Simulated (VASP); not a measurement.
# La2Ta2O (P1) in VASP: single point with PBE

Aim: the single point of La2Ta2O with PBE.

Program: VASP 6.6.1. These are calculated values, not measurements. Logs are shortened: lines on timing, memory, paths and dates and some standing lists are left out, and cuts for length are marked.

### 1 The cell of the first run

The typed cell holds 10 atoms: a = 3.764 Å, b = 3.765 Å, c = 18.231 Å, α = 90.01°, β = 89.93°, γ = 90.01°.

### 2 Single point, PBE

File INCAR:

```
SYSTEM = La2Ta2O
  PREC = Accurate
  ENCUT = 520
  EDIFF = 1E-7
  ISMEAR = 0
  SIGMA = 0.2
  LREAL = .FALSE.
  LASPH = .TRUE.
  NELM = 60
  ALGO = Normal
  ISIF = 2
  LWAVE = .FALSE.
  LCHARG = .FALSE.
  GGA = PE
  NBANDS = 61
```

File KPOINTS:

```
Automatic mesh
0
G
  6 6 2
  0 0 0
```

File POSCAR:

```
La2Ta2O
1.0
    3.7642058729     -0.0002692645      0.0024928486
   -0.0002713826      3.7645676918     -0.0002429127
    0.0117492909     -0.0009574590     18.2313158973
La Ta O
4 4 2
Direct
   -0.0007121568      0.5041814729      0.9258614790
    0.4984779420      0.0042627992      0.0740377947
    0.0015300235      0.4973911977      0.2779030171
    0.4996571948     -0.0022128880      0.7221471051
    0.5014832994     -0.0031854626      0.3910646320
    0.5005662094      0.9969088352      0.5411688247
    0.0002375965      0.4970614467      0.6089911881
    0.0011059298      0.4968077130      0.4588922147
    0.4988315506      0.5043926700     -0.0000226618
   -0.0011775892      0.0043922159     -0.0000435936
```

Potentials or basis: VASP PAW PBE potentials, release 64 (La, Ta_pv, O).

Run with:

```bash
$ cat potpaw_PBE.64/La/POTCAR potpaw_PBE.64/Ta_pv/POTCAR potpaw_PBE.64/O/POTCAR > POTCAR
$ mpirun -np 1 vasp_std > vasp.out
```

OUTCAR:

```text
SYSTEM = La2Ta2O
   PREC = Accurate
   ENCUT = 520
   EDIFF = 1E-7
   ISMEAR = 0
   LREAL = .FALSE.
   LASPH = .TRUE.
   NELM = 60
   ISIF = 2
   GGA = PE

 ion  position               nearest neighbor table
   1  0.999  0.504  0.926-  10 2.32   9 2.32   9 2.32  10 2.32
   2  0.498  0.004  0.074-   9 2.32  10 2.32  10 2.32   9 2.32
   3  0.002  0.497  0.278-   8 3.30   5 3.37   5 3.37   5 3.37   5 3.37
   4  0.500  0.998  0.722-   6 3.30   7 3.37   7 3.37   7 3.37   7 3.37
   5  0.501  0.997  0.391-   6 2.74   8 2.93   8 2.93   8 2.93   8 2.94   3 3.37   3 3.37   3 3.37
                             3 3.37
   6  0.501  0.997  0.541-   5 2.74   7 2.93   7 2.94   7 2.94   7 2.94   8 3.06   8 3.06   8 3.06
                             8 3.06   4 3.30
   7  0.000  0.497  0.609-   8 2.74   6 2.93   6 2.94   6 2.94   6 2.94   4 3.37   4 3.37   4 3.37
                             4 3.37
   8  0.001  0.497  0.459-   7 2.74   5 2.93   5 2.93   5 2.93   5 2.94   6 3.06   6 3.06   6 3.06
                             6 3.06   3 3.30
   9  0.499  0.504  1.000-   2 2.32   1 2.32   1 2.32   2 2.32
  10  0.999  0.004  1.000-   2 2.32   1 2.32   2 2.32   1 2.32

  LATTYP: Found a triclinic cell.
 ALAT       =     3.7642067080
 B/A-ratio  =     4.8433364910
 C/A-ratio  =     1.0000959037
 COS(alpha) =     0.0001170898
 COS(beta)  =     0.0001436642
 COS(gamma) =     0.0013067106

  Lattice vectors:

 A1 = (   3.7642058729,  -0.0002692645,   0.0024928486)
 A2 = (   0.0117492909,  -0.0009574590,  18.2313158973)
 A3 = (   0.0002713826,  -3.7645676918,   0.0002429127)

Analysis of symmetry for initial positions (statically):
=====================================================================
 Subroutine PRICEL returns:
 Original cell was already a primitive cell.

 Routine SETGRP: Setting up the symmetry group for a
 triclinic supercell.

 Subroutine GETGRP returns: Found  1 space group operations
 (whereof  1 operations were pure point group operations)
 out of a pool of  2 trial point group operations.

The static configuration has the point symmetry C_1 .

Analysis of symmetry for dynamics (positions and initial velocities):
=====================================================================
 Subroutine PRICEL returns:
 Original cell was already a primitive cell.

 Routine SETGRP: Setting up the symmetry group for a
 triclinic supercell.

 Subroutine GETGRP returns: Found  1 space group operations
 (whereof  1 operations were pure point group operations)
 out of a pool of  2 trial point group operations.

The dynamic configuration has the point symmetry C_1 .

 Subroutine INISYM returns: Found  1 space group operations
 (whereof  1 operations are pure point group operations),
 and found     1 'primitive' translations

----------------------------------------------------------------------------------------

                                     Primitive cell

  volume of cell :     258.3487

  direct lattice vectors                    reciprocal lattice vectors
     3.764205873 -0.000269265  0.002492849     0.265660398  0.000019140 -0.000171206
    -0.000271383  3.764567692 -0.000242913     0.000018992  0.265634753  0.000013938
     0.011749291 -0.000957459 18.231315897    -0.000036325  0.000003537  0.054850700

  length of vectors
     3.764206708  3.764567709 18.231319708     0.265660454  0.265634754  0.054850712

  position of ions in fractional coordinates (direct lattice)
     0.999287843  0.504181473  0.925861479
     0.498477942  0.004262799  0.074037795
     0.001530024  0.497391198  0.277903017
     0.499657195  0.997787112  0.722147105
     0.501483299  0.996814537  0.391064632
     0.500566209  0.996908835  0.541168825
     0.000237596  0.497061447  0.608991188
     0.001105930  0.496807713  0.458892215
     0.498831551  0.504392670  0.999977338
     0.998822411  0.004392216  0.999956406

  ion indices of the primitive-cell ions
   primitive index   ion index
                 1           1
                 2           2
                 3           3
                 4           4
                 5           5
                 6           6
                 7           7
                 8           8
                 9           9
                10          10

----------------------------------------------------------------------------------------

 KPOINTS: Automatic mesh

Automatic generation of k-mesh.
 Grid dimensions read from file:
 generate k-points for:    6    6    2

 Generating k-lattice:

  Cartesian coordinates                     Fractional coordinates (reciprocal lattice)
     0.044276733  0.000003190 -0.000028534     0.166666667  0.000000000  0.000000000
     0.000003165  0.044272459  0.000002323    -0.000000000  0.166666667 -0.000000000
    -0.000018162  0.000001768  0.027425350     0.000000000 -0.000000000  0.500000000

  Length of vectors
     0.044276742  0.044272459  0.027425356

  Shift w.r.t. Gamma in fractional coordinates (k-lattice)
     0.000000000  0.000000000  0.000000000

 Subroutine IBZKPT returns following result:
 ===========================================

 Found     40 irreducible k-points:

 Following reciprocal coordinates:
            Coordinates               Weight
  0.000000  0.000000  0.000000      1.000000
  0.166667 -0.000000  0.000000      2.000000
  0.333333 -0.000000 -0.000000      2.000000
  0.500000  0.000000 -0.000000      1.000000
  0.000000  0.166667  0.000000      2.000000
  0.166667  0.166667 -0.000000      2.000000
[... 16 lines left out ...]
  0.333333 -0.000000  0.500000      2.000000
  0.500000  0.000000  0.500000      1.000000
 [... further k-points ...]
   k-points           NKPTS =     40   k-points in BZ     NKDIM =     40   number of bands    NBANDS=     61
   number of dos      NEDOS =    301   number of ions     NIONS =     10
   total plane-waves  NPLWV = 109760
   dimension x,y,z NGX =    28 NGY =   28 NGZ =  140
   dimension x,y,z NGXF=    56 NGYF=   56 NGZF=  280
   ions per type =               4   4   2
   NGX,Y,Z   is equivalent  to a cutoff of  12.37, 12.36, 12.77 a.u.
   NGXF,Y,Z  is equivalent  to a cutoff of  24.73, 24.73, 25.53 a.u.
 SYSTEM =  La2Ta2O
   PREC   = accura    normal or accurate (medium, high low for compatibility)
   ISTART =      0    job   : 0-new  1-cont  2-samecut
   ICHARG =      2    charge: 1-file 2-atom 10-const
   ISPIN  =      1    spin polarized calculation?
   LNONCOLLINEAR =      F non collinear calculations
   LSORBIT =      F    spin-orbit coupling
   LASPH  =      T    aspherical Exc in radial PAW
   ENCUT  =  520.0 eV  38.22 Ry    6.18 a.u.   7.00  7.00 33.90*2*pi/ulx,y,z
   NELM   =     60;   NELMIN=  2; NELMDL= -5     # of ELM steps
   EDIFF  = 0.1E-06   stopping-criterion for ELM
   LREAL  =      F    real-space projection
   EDIFFG = 0.1E-05   stopping-criterion for IOM
   NSW    =      0    number of steps for IOM
   IBRION =     -1    ionic relax: 0-MD 1-quasi-New 2-CG
   NFREE  =      0    steps in history (QN), initial steepest desc. (CG)
   ISIF   =      2    stress and relaxation
   ISYM   =      2    0-nonsym 1-usesym 2-fastsym
   POTIM  = 0.5000    time-step for ionic-motion
   TEBEG  =    0.0;   TEEND  =   0.0 temperature during run
   PSTRESS=    0.0 pullay stress
   NELECT =     100.0000    total number of electrons
   NUPDOWN=      -1.0000    fix difference up-down
   EMIN   =  10.00;   EMAX   =-10.00  energy-range for DOS
   EFERMI =   0.00;   METHOD = LEGACY
   ISMEAR =     0;   SIGMA  =   0.20  broadening in eV -4-tet -1-fermi 0-gaus
   EFERMI_NEDOS =   21; number of points for ismear=-14 and -15
   IALGO  =     38    algorithm
   IMIX   =      4    mixing-type and parameters
     AMIX     =   0.40;   BMIX     =  1.00
     AMIX_MAG =   1.60;   BMIX_MAG =  1.00
  volume/ion in A,a.u.               =      25.83       174.34
  Fermi-wavevector in a.u.,A,eV,Ry     =   1.193089  2.254611 19.367358  1.423461
  Thomas-Fermi vector in A             =   2.329111
   LORBIT       =      0    0 simple, 1 ext, 2 COOP (PROOUT), +10 PAW based schemes
   GGA     = PE    functional components
   LHFCALC =     F    Hartree Fock is set to
   AEXX    =    0.0000 exact exchange contribution
   IVDW    =     0    specifies the selected vdW correction
   LEPSILON=     F    determine dielectric tensor
   LRPA    =     F    only Hartree local field effects (RPA)
 non-spin polarized calculation
 Gauss-broadening in eV      SIGMA  =   0.20
  energy-cutoff  :      520.00
  volume of cell :      258.35
 maximum number of plane-waves:      6986
   NGX = 13   NGY = 13   NGZ = 67

 number of electron     100.0000000 magnetization

 number of electron      99.9999991 magnetization

 Free energy of the ion-electron system (eV)
  ---------------------------------------------------
  ext. energy  EPLUGINS =         0.00000000
  ---------------------------------------------------
  free energy    TOTEN  =       -85.32387454 eV

  energy without entropy =      -85.12894841  energy(sigma->0) =      -85.22641148

 E-fermi :   6.3566     XC(G=0): -10.0620

 val. band max:        6.3526899781   @ k =   0.5000   0.0000   0.5000
 cond. band min:       6.3628958248   @ k =   0.0000   0.5000   0.0000
 fundamental gap:      0.0102058467
 Fermi energy:         6.3566434036

 k-point     1 :       0.0000    0.0000    0.0000
  band No.  band energies     occupation
      1     -28.2770      2.00000
      2     -28.2667      2.00000
      3     -28.2415      2.00000
      4     -28.2411      2.00000
      5     -28.0015      2.00000
      6     -28.0013      2.00000
[... 53 lines left out ...]
     60       7.7740      0.00000
     61       7.8733      0.00000

 k-point     2 :       0.1667   -0.0000    0.0000
  band No.  band energies     occupation
      1     -28.3325      2.00000
      2     -28.3179      2.00000
      3     -28.2045      2.00000
      4     -28.1831      2.00000
      5     -27.9832      2.00000
      6     -27.9406      2.00000
[... 53 lines left out ...]
     60       7.7782      0.00000
     61       7.9025      0.00000

 k-point     3 :       0.3333   -0.0000   -0.0000
  band No.  band energies     occupation
      1     -28.3877      2.00000
      2     -28.3869      2.00000
      3     -28.1069      2.00000
      4     -28.1051      2.00000
      5     -27.9448      2.00000
      6     -27.8857      2.00000
[... 1333 lines left out ...]
     60       7.9058      0.00000
     61       7.9475      0.00000

 k-point    24 :       0.5000    0.0000    0.5000
  band No.  band energies     occupation
      1     -28.4117      2.00000
      2     -28.4116      2.00000
      3     -28.0074      2.00000
      4     -28.0073      2.00000
      5     -27.9826      2.00000
      6     -27.9824      2.00000
[... 53 lines left out ...]
     60       7.9334      0.00000
     61       7.9854      0.00000

 [... further k-points ...]
[... 5 lines left out ...]
  --------------------------------------------------------------------------------------
  -------------------------------------------------------------------------------------
  Total       -0.1277247     -0.1332684     -0.2163857      0.0102238     -0.0024569     -0.0124704
  in kB       -0.7920985     -0.8264784     -1.3419390      0.0634037     -0.0152366     -0.0773365
  external PRESSURE =      -0.9868387 kB  Pullay stress =       0.0000000 kB

 VOLUME and BASIS-vectors are now :
 -----------------------------------------------------------------------------
  energy-cutoff  :      520.00
  volume of cell :      258.35
      direct lattice vectors                 reciprocal lattice vectors
     3.764205873 -0.000269265  0.002492849     0.265660398  0.000019140 -0.000171206
    -0.000271383  3.764567692 -0.000242913     0.000018992  0.265634753  0.000013938
     0.011749291 -0.000957459 18.231315897    -0.000036325  0.000003537  0.054850700

 POSITION                                       TOTAL-FORCE (eV/Angst)
 -----------------------------------------------------------------------------------
      3.77227      1.89687     16.88204        -0.000438      0.000992      0.035351
      1.87724      0.01584      1.35105        -0.000567      0.000605     -0.031567
      0.00889      1.87220      5.06642         0.000746     -0.000227     -0.008910
      1.88903      3.75541     13.16670         0.000285     -0.000381      0.008368
      1.89201      3.75207      7.13063        -0.001102      0.000968      0.008392
      1.89032      3.75228      9.86723         0.001010      0.000183      0.003205
      0.00791      1.87064     11.10259        -0.001560     -0.000340     -0.008071
      0.00942      1.86983      8.36609         0.000599      0.000374     -0.004232
      1.88932      1.89773     18.23202         0.000415     -0.001005     -0.001441
      3.77152      0.01531     18.23301         0.000612     -0.001168     -0.001095
 -----------------------------------------------------------------------------------
    total drift:                               -0.000860      0.002766     -0.000159

  FREE ENERGIE OF THE ION-ELECTRON SYSTEM (eV)
  ---------------------------------------------------
  free  energy   TOTEN  =       -85.3238745423 eV

  energy  without entropy=      -85.1289484089  energy(sigma->0) =      -85.22641148
```

It took 40 min on 1 thread of Intel Xeon Platinum 8488C (Sapphire Rapids), shared host; peak memory 0.68 GiB.

Results:

* Free energy: -85.3239 eV
* Pressure: -0.1 GPa
* Largest force: 0.035 eV/Å
* Band gap on the k mesh: zero (band 50 reaches 6.41 eV, above the bottom of band 51 at 6.10 eV)

Forces on the atoms (eV/Å):
```
La   0.000  0.001  0.035
La  -0.001  0.001 -0.032
La   0.001  0.000 -0.009
La   0.000  0.000  0.008
Ta  -0.001  0.001  0.008
Ta   0.001  0.000  0.003
Ta  -0.002  0.000 -0.008
Ta   0.001  0.000 -0.004
O    0.000 -0.001 -0.001
O    0.001 -0.001 -0.001
```

Caveat: spin-orbit coupling is left out, which moves the levels of the heavy elements.
